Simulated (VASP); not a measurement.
Wanted: the native input for a VASP 6.6.1 run.

```yaml
Task: electric field gradients
Functional: LDA
Potentials_or_basis: VASP PAW LDA potentials, release 64 (Ta_pv, N)
Cutoff: 520 eV
k_mesh: 12 × 12 × 10
Occupations: fermi-dirac, width 0.02 eV
Spin: no spin polarisation
Dipole_correction: no
Further_INCAR_settings: ALGO = Normal; EDIFF = 1e-08; NBANDS = 15
```

The structure of TaN lies in POSCAR:

```
TaN
1.0
    2.8792388812      0.0000000000      0.0000000000
   -1.4396194406      2.4934940148      0.0000000000
    0.0000000000      0.0000000000      2.8830000000
Ta N
1 1
Direct
    0.3333333333      0.6666666667      0.5000000000
    0.0000000000      0.0000000000      0.0000000000
```

This cell differs from its parent crystal: equal xx and yy strain of -2 %.

One way to write it, as run:

INCAR

```
SYSTEM = TaN
PREC     = Accurate       ! precision mode
ENCUT    = 520            ! plane-wave cutoff, eV
EDIFF    = 1E-8           ! SCF threshold, eV
ISMEAR   = -1             ! smearing method
SIGMA    = 0.02           ! smearing width, eV
LREAL    = .False.        ! projectors in reciprocal space
LASPH    = .True.         ! aspherical terms in the spheres
NELM     = 100            ! most SCF steps
ALGO     = Normal         ! electronic algorithm
ISIF     = 2              ! what is computed and relaxed
LWAVE    = .False.        ! write WAVECAR
LCHARG   = .False.        ! write CHGCAR
GGA      = CA             ! functional
LEFG     = .True.       
NBANDS   = 15             ! bands
```

KPOINTS

```
Automatic mesh
0
Gamma
  12 12 10
  0 0 0
```

Potentials or basis: VASP PAW LDA potentials, release 64 (Ta_pv, N).

Run with:

```sh
$ cat potpaw_LDA.64/Ta_pv/POTCAR potpaw_LDA.64/N/POTCAR > POTCAR
$ mpirun -np 1 vasp_std > vasp.out
```

Results of the run:

| Quantity | Value |
| --- | --- |
| Pressure | 4.6 GPa |
| Band gap on the k mesh | zero (band 8 reaches 8.83 eV, above the bottom of band 9 at 8.39 eV) |

Caveat: the cell differs from its parent crystal (equal xx and yy strain of -2 %); without QUAD_EFG the Cq values of the log hold for a quadrupole moment of 1 mb, not for the nuclei; spin-orbit coupling is left out, which moves the levels of the heavy elements.

Wall time 32 s on 1 thread of Intel Xeon 6975P-C, on a shared host, peak memory 0.16 GiB.
